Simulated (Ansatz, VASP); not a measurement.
**Zr2N in VASP and in Ansatz**

```
Zr N
1.0
     5.41300    0.00000    0.00000
     0.00000    5.41300    0.00000
     0.00000    0.00000    3.30779
Zr N
4 2
Direct
  0.29613 0.29613 0.00000
  0.70387 0.70387 0.00000
  0.79613 0.20387 0.50000
  0.20387 0.79613 0.50000
  0.00000 0.00000 0.00000
  0.50000 0.50000 0.50000
```

Alike in both runs: task single point; functional r2SCAN; k mesh 8 × 8 × 10; occupations methfessel-paxton of order 1, width 0.1 eV; no spin polarisation.

|  | VASP | Ansatz |
| --- | --- | --- |
| version | VASP 6.6.1 | Ansatz 0.2.0 |
| potentials or method | VASP PAW PBE potentials, release 64 (Zr_sv, N), cutoff 520 eV | scalar-relativistic, plane waves, PAW |
| valence electrons in the cell | 58 | 58 |

Ansatz gave:

| Item | Value |
| --- | --- |
| gap on the k mesh at the Fermi level (eV) | none |
| pressure (GPa) | -0.2 |
| traceless stress, the component that is largest in VASP (GPa) | -0.55 |
| rms of the force components (eV/Å) | 0.020 |

Problem. What did VASP give for the same quantities?

Solution. gap on the k mesh at the Fermi level (eV): none; pressure (GPa): -0.1; traceless stress, the component that is largest in VASP (GPa): -0.54; rms of the force components (eV/Å): 0.017.

VASP's potentials were made for PBE, not for r2SCAN. Atom by atom the forces differ by 0.002 eV/Å (rms over components). A gap of «none» marks a metal or a gap that the smearing closes.
